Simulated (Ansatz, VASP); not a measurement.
# CdS in VASP and in Ansatz

The input INCAR:

```
PREC = Accurate
ENCUT = 500
EDIFF = 1E-6
ISMEAR = 0
SIGMA = 0.1
LREAL = False
LASPH = True
NELM = 200
ALGO = Normal
ISIF = 2
LWAVE = False
LCHARG = True
ISPIN = 2
MAGMOM = 0 -1
LORBIT = 11
GGA = PE
LELF = True
LVHAR = True
NBANDS = 20
GGA_COMPAT = False
```

The input KPOINTS:

```
Automatic mesh
0
Gamma
  1 1 1
```

File POSCAR:

```
CdS
1.0
    0.0098851442      2.7512244102      2.7441336323
    2.7658773062     -0.0050306849      2.7590494614
    2.7622797519      2.7625426851     -0.0014331307
Cd S
1 1
Direct
    0.0000000000      0.0000000000      0.0000000000
    0.5000000000      0.5000000000      0.5000000000
```

Input for Ansatz:

```yaml
crystal:
  lattice:
    - [0.0098851442, 2.7512244102, 2.7441336323]
    - [2.7658773062, -0.0050306849, 2.7590494614]
    - [2.7622797519, 2.7625426851, -0.0014331307]
  atoms:
    - { symbol: Cd, position: [0.0, 0.0, 0.0] }
    - { symbol: S, position: [0.5, 0.5, 0.5], spin: -1.0 }
basis:
  ecutwfc: "17 Ha"
kpoints:
  mp_grid: { grid: [1, 1, 1] }
hamiltonian:
  xc: pbe
scf:
  occupations: { method: gaussian, width: 0.1 }
  lower_state_search: "off"
  n_extra_bands: 3
  max_iter: 40
output:
  forces: true
  stress: true
  eigenvalues: false
  populations: true
magnetization:
  spin_polarized: true
accuracy: high
```

Alike in both runs: task single point; functional PBE; k mesh 1 × 1 × 1; occupations gaussian, width 0.1 eV; collinear spin.

|  | VASP | Ansatz |
| --- | --- | --- |
| version | VASP 6.6.1 | Ansatz 0.2.0 |
| potentials or method | VASP PAW PBE potentials, release 64 (Cd, S), cutoff 500 eV | scalar-relativistic, plane waves, PAW |
| valence electrons in the cell | 18 | 26 |

Ansatz gave:

- pressure (GPa): 5.5
- traceless stress, the component that is largest in VASP (GPa): 0.15
- net moment per atom (μB): 0.00

Task: Which values does VASP return?

Result: Pressure (GPa): 7.3; traceless stress, the component that is largest in VASP (GPa): 0.13; net moment per atom (μB): 0.00.

VASP's potentials hold 18 valence electrons a cell and Ansatz's 26, so a difference there can come from the potentials and not from the codes. Ansatz's warnings: moment headroom below auto, seeded moment not kept, stress scf threshold missed.

The k mesh is coarse, so the values compare programs but aren't converged.
